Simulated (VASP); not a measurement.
Input of a VASP 6.6.1 run:

The input INCAR:

```
  PREC = Accurate
  ENCUT = 520
  EDIFF = 1E-7
  ISMEAR = -1
  SIGMA = 0.1
  LREAL = False
  LASPH = True
  NELM = 100
  ALGO = Normal
  ISIF = 2
  LWAVE = False
  LCHARG = True
  GGA = B5
  ALDAX = 1.0
  AGGAX = 1.0
  AGGAC = 1.0
  ALDAC = 0.0
  LELF = True
  LVHAR = True
  NBANDS = 26
```

Contents of KPOINTS:

```
Automatic mesh
0
Gamma
  9 9 15
```

File POSCAR:

```
V
1.0
    4.6828913724      0.0000000000      0.0000000000
   -2.3414456862      4.0555028916      0.0000000000
    0.0000000000      0.0000000000      2.4933929845
V
3
Direct
    1.0000000000      1.0000000000      0.0000000000
    0.3333333333      0.6666666667      0.5000000000
    0.6666666667      0.3333333333      0.5000000000
```

Potentials or basis: VASP PAW PBE potentials, release 64 (V_sv).

Command:

```console
$ cat potpaw_PBE.64/V_sv/POTCAR > POTCAR
$ mpirun -np 1 vasp_std > vasp.out
```

Problem. What does it give for the pressure?

Solution. -14.4 GPa.

Stress tensor (GPa, compression positive):
```
-14.26   0.00   0.00
  0.00 -14.26   0.00
  0.00   0.00 -14.57
```

Caveat: the PAW data sets were made with another functional, which shifts forces and pressure a little.
